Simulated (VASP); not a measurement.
# CaScC4N4 (P4/mmm) in VASP: further runs, part 2 of 2

VASP 6.6.1.

## (5) Single point, PBE, collinear spin, ferromagnetic start

INCAR reads:

```
SYSTEM = CaScC4N4
PREC = Accurate ; ENCUT = 520
EDIFF = 1E-6 ; ISMEAR = 0
SIGMA = 0.1 ; LREAL = .FALSE.
LASPH = .TRUE. ; NELM = 150
ALGO = Normal ; ISIF = 2
LWAVE = .FALSE. ; LCHARG = .FALSE.
ISPIN = 2 ; MAGMOM = 0 0 1 1 1 1 1 1 1 1
LORBIT = 11 ; LMAXMIX = 4
GGA = PE ; NBANDS = 44
```

KPOINTS reads:

```
regular mesh
0
G
  2 2 4
  0 0 0
```

POSCAR reads:

```
CaScC4N4
1.0
    7.6310963800      0.0000000000      0.0000000000
    0.0000000000      7.6310963800      0.0000000000
    0.0000000000      0.0000000000      4.0447669200
Ca Sc C N
1 1 4 4
Direct
    0.0000000000      0.0000000000      0.0000000000
    0.5000000000      0.5000000000      0.0000000000
    0.1951445500      0.8048554500      0.0000000000
    0.8048554500      0.1951445500      0.0000000000
    0.1951445500      0.1951445500      0.0000000000
    0.8048554500      0.8048554500      0.0000000000
    0.3035581900      0.6964418100      0.0000000000
    0.6964418100      0.3035581900      0.0000000000
    0.3035581900      0.3035581900      0.0000000000
    0.6964418100      0.6964418100      0.0000000000
```

Potentials or basis: VASP PAW PBE potentials, release 64 (Ca_sv, Sc_sv, C, N).

Command:

```bash
$ cat potpaw_PBE.64/Ca_sv/POTCAR potpaw_PBE.64/Sc_sv/POTCAR potpaw_PBE.64/C/POTCAR potpaw_PBE.64/N/POTCAR > POTCAR
$ mpirun -np 1 vasp_std > vasp.out
```

OUTCAR:

```text
SYSTEM = CaScC4N4
   PREC = Accurate
   ENCUT = 520
   EDIFF = 1E-6
   ISMEAR = 0
   LREAL = .FALSE.
   LASPH = .TRUE.
   NELM = 150
   ISIF = 2
   ISPIN = 2
   LORBIT = 11
   GGA = PE

 ion  position               nearest neighbor table
   1  0.000  0.000  0.000-   3 2.11   4 2.11   5 2.11   6 2.11
   2  0.500  0.500  0.000-   7 2.12   8 2.12   9 2.12  10 2.12
   3  0.195  0.805  0.000-   7 1.17   1 2.11
   4  0.805  0.195  0.000-   8 1.17   1 2.11
   5  0.195  0.195  0.000-   9 1.17   1 2.11
   6  0.805  0.805  0.000-  10 1.17   1 2.11
   7  0.304  0.696  0.000-   3 1.17   2 2.12
   8  0.696  0.304  0.000-   4 1.17   2 2.12
   9  0.304  0.304  0.000-   5 1.17   2 2.12
  10  0.696  0.696  0.000-   6 1.17   2 2.12

  LATTYP: Found a simple tetragonal cell.
 ALAT       =     7.6310963800
 C/A-ratio  =     0.5300374571

  Lattice vectors:

 A1 = (   7.6310963800,   0.0000000000,   0.0000000000)
 A2 = (   0.0000000000,   7.6310963800,   0.0000000000)
 A3 = (   0.0000000000,   0.0000000000,   4.0447669200)

Analysis of symmetry for initial positions (statically):
=====================================================================
 Subroutine PRICEL returns:
 Original cell was already a primitive cell.

 Routine SETGRP: Setting up the symmetry group for a
 simple tetragonal supercell.

 Subroutine GETGRP returns: Found 16 space group operations
 (whereof 16 operations were pure point group operations)
 out of a pool of 16 trial point group operations.

The static configuration has the point symmetry D_4h.

Analysis of symmetry for dynamics (positions and initial velocities):
=====================================================================
 Subroutine PRICEL returns:
 Original cell was already a primitive cell.

 Routine SETGRP: Setting up the symmetry group for a
 simple tetragonal supercell.

 Subroutine GETGRP returns: Found 16 space group operations
[... 571 lines left out ...]
      5     -28.6025      1.00000
      6     -20.8378      1.00000
[... 376 lines left out ...]
     39       3.6912      0.00000
     40       5.0428      0.00000
 [bands above 40 left out]

------------------------ aborting loop because EDIFF is reached ----------------------------------------

  FORCE on cell =-STRESS in cart. coord.  units (eV):
  Direction    XX          YY          ZZ          XY          YZ          ZX
  --------------------------------------------------------------------------------------
  -------------------------------------------------------------------------------------
  Total       24.0078335     24.0078335      0.4389751      0.0000000      0.0000000      0.0000000
  in kB      163.3037563    163.3037563      2.9859539      0.0000000      0.0000000      0.0000000
  external PRESSURE =     109.8644888 kB  Pullay stress =       0.0000000 kB

 VOLUME and BASIS-vectors are now :
 -----------------------------------------------------------------------------
  energy-cutoff  :      520.00
  volume of cell :      235.54
      direct lattice vectors                 reciprocal lattice vectors
     7.631096380  0.000000000  0.000000000     0.131042769  0.000000000  0.000000000
     0.000000000  7.631096380  0.000000000     0.000000000  0.131042769  0.000000000
     0.000000000  0.000000000  4.044766920     0.000000000  0.000000000  0.247233035

 POSITION                                       TOTAL-FORCE (eV/Angst)
 -----------------------------------------------------------------------------------
      0.00000      0.00000      0.00000         0.000000      0.000000      0.000000
      3.81555      3.81555      0.00000         0.000000      0.000000      0.000000
      1.48917      6.14193      0.00000         2.451245     -2.451245      0.000000
      6.14193      1.48917      0.00000        -2.451245      2.451245     -0.000000
      1.48917      1.48917      0.00000         2.451245      2.451245     -0.000000
      6.14193      6.14193      0.00000        -2.451245     -2.451245      0.000000
      2.31648      5.31461      0.00000         0.253362     -0.253362     -0.000000
      5.31461      2.31648      0.00000        -0.253362      0.253362      0.000000
      2.31648      2.31648      0.00000         0.253362      0.253362     -0.000000
      5.31461      5.31461      0.00000        -0.253362     -0.253362      0.000000
 -----------------------------------------------------------------------------------
    total drift:                                0.000000      0.000000      0.000000

  FREE ENERGIE OF THE ION-ELECTRON SYSTEM (eV)
  ---------------------------------------------------
  free  energy   TOTEN  =       -75.6051998890 eV

  energy  without entropy=      -75.5888064672  energy(sigma->0) =      -75.59700318

 total charge

# of ion       s       p       d       tot
------------------------------------------
    1        2.090   5.973   0.473   8.536
    2        2.207   6.205   1.010   9.423
    3        1.002   1.625   0.000   2.627
    4        1.002   1.625   0.000   2.627
    5        1.002   1.625   0.000   2.627
    6        1.002   1.625   0.000   2.627
    7        1.318   2.603   0.000   3.921
    8        1.318   2.603   0.000   3.921
    9        1.318   2.603   0.000   3.921
   10        1.318   2.603   0.000   3.921
--------------------------------------------------
tot         13.579  29.090   1.483  44.153

 magnetization (x)

# of ion       s       p       d       tot
------------------------------------------
    1       -0.000   0.000   0.009   0.009
    2        0.037   0.012   0.337   0.386
    3        0.000   0.006   0.000   0.006
    4        0.000   0.006   0.000   0.006
    5        0.000   0.006   0.000   0.006
    6        0.000   0.006   0.000   0.006
    7       -0.000  -0.002   0.000  -0.002
    8       -0.000  -0.002   0.000  -0.002
    9       -0.000  -0.002   0.000  -0.002
   10       -0.000  -0.002   0.000  -0.002
--------------------------------------------------
tot          0.037   0.029   0.346   0.412
```

Wall time 4.3 min (1 thread of Intel Xeon Platinum 8559C (Emerald Rapids), shared host); peak memory 0.49 GiB.

Results:

```
Free energy                                           : -75.6052 eV
Pressure                                              : 11.0 GPa
Largest force                                         : 3.467 eV/Å
Net moment                                            : 0.78 μB per cell
Site moments                                          : Ca +0.01; Sc +0.39; C +0.01; N -0.00 μB
Valence electrons inside the program's atomic spheres : Ca 8.54; Sc 9.42; C 2.63; N 3.92
```

Forces in eV/Å, atoms in the order of the input:
```
Ca   0.000  0.000  0.000
Sc   0.000  0.000  0.000
C    2.451 -2.451  0.000
C   -2.451  2.451  0.000
C    2.451  2.451  0.000
C   -2.451 -2.451  0.000
N    0.253 -0.253  0.000
N   -0.253  0.253  0.000
N    0.253  0.253  0.000
N   -0.253 -0.253  0.000
```

Stress tensor (GPa, compression positive):
```
16.33  0.00  0.00
 0.00 16.33  0.00
 0.00  0.00  0.30
```

Caveat: the k points lie up to 0.41 Å⁻¹ apart; a moment this small can come from the mesh or the smearing; forces of over 1 eV/Å act on the atoms, so gaps and moduli don't describe the material at rest.

## (6) Overview

| task | spin | cell | cutoff (eV) | gap on the mesh (eV) | pressure (GPa) | largest force (eV/Å) |
| --- | --- | --- | --- | --- | --- | --- |
| single point | off | a = 7.631, b = 7.631, c = 4.045 Å, 10 atoms, atomic positions A | 520 | none | 10.8 | 3.25 |
| single point | off | a = 8.270, b = 8.270, c = 4.219 Å, 10 atoms, atomic positions B | 520 | none | 0.3 | 0.37 |
| relaxation of cell and atoms | off | relaxed from a = 7.631, b = 7.631, c = 4.045 Å, 10 atoms, atomic positions A | 600 | none | 0.2 | 0.01 |
| single point | collinear, ferromagnetic start | a = 7.631, b = 7.631, c = 4.045 Å, 10 atoms, atomic positions A | 520 | none | 11.0 | 3.47 |

Alike in all rows: level PBE; potentials or basis VASP PAW PBE potentials, release 64 (Ca_sv, Sc_sv, C, N); k mesh 2 × 2 × 4; smearing gaussian 0.1 eV.

Caveats: all runs use coarse meshes; an odd number of electrons without spin polarisation forces a metal (at least some runs); a magnetic or distorted state may lie lower (at least some runs); a moment this small can come from the mesh or the smearing (at least some runs); forces of over 1 eV/Å act on the atoms, so gaps and moduli don't describe the material at rest (at least some runs).

Total energies depend on the potentials used, so only differences within one code and one set of settings carry meaning.
